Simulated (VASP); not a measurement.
Wanted: the native input for a VASP 6.6.1 run.

* Task: relaxation of volume and atoms at fixed shape
* Functional: LDA
* Potentials or basis: VASP PAW LDA potentials, release 64 (Mg_sv)
* Cutoff: 750 eV
* k mesh: 16 × 16 × 9
* Occupations: fermi-dirac, width 0.1 eV
* Spin: no spin polarisation
* Dipole correction: no
* Further INCAR settings: ALGO = Normal; EDIFF = 1e-07; IBRION = 2; EDIFFG = -0.01; NSW = 80; ISIF = 8

The structure of Mg lies in POSCAR:

```
Mg
1.0
    3.2093000000      0.0000000000      0.0000000000
   -1.6046500000      2.7793350000      0.0000000000
    0.0000000000      0.0000000000      5.2103000000
Mg
2
Direct
    0.3333333333      0.6666666667      0.2500000000
    0.6666666667      0.3333333333      0.7500000000
```

One way to write it, as run:

INCAR

```
SYSTEM = Mg
ALGO = Normal
EDIFF = 1E-7
EDIFFG = -0.01
ENCUT = 750
GGA_COMPAT = .False.
IBRION = 2
ISIF = 8
ISMEAR = -1
LASPH = .True.
LCHARG = .False.
LREAL = .False.
LWAVE = .False.
NELM = 120
NELMIN = 4
NSW = 80
PREC = Accurate
SIGMA = 0.1
```

KPOINTS

```
k-points
0
Gamma
  16 16 9
  0 0 0
```

Potentials or basis: VASP PAW LDA potentials, release 64 (Mg_sv).

The run is started by

```sh
$ cat potpaw_LDA.64/Mg_sv/POTCAR > POTCAR
$ mpirun -np 1 vasp_std > vasp.out
```

It gave:

The relaxed volume is 21.40 Å³/atom. The relaxed cell is a = 3.122 Å, b = 3.122 Å, c = 5.069 Å, α = 90.00°, β = 90.00°, γ = 120.00° and the space group after relaxing (to 0.1 Å) is P6_3/mmc (No. 194). The energy gained by relaxing is 18.7 meV/atom, the ionic steps are 3 and the pressure after relaxing is 0.0 GPa. The band gap on the k mesh is zero (bands 10 and 11 overlap by 2.29 eV).

It took 6.4 min on 1 thread of Intel(R) Xeon(R) Platinum 8259CL CPU @ 2.50GHz (Skylake/Cascade Lake), with other jobs on the host, peak memory 0.26 GiB.
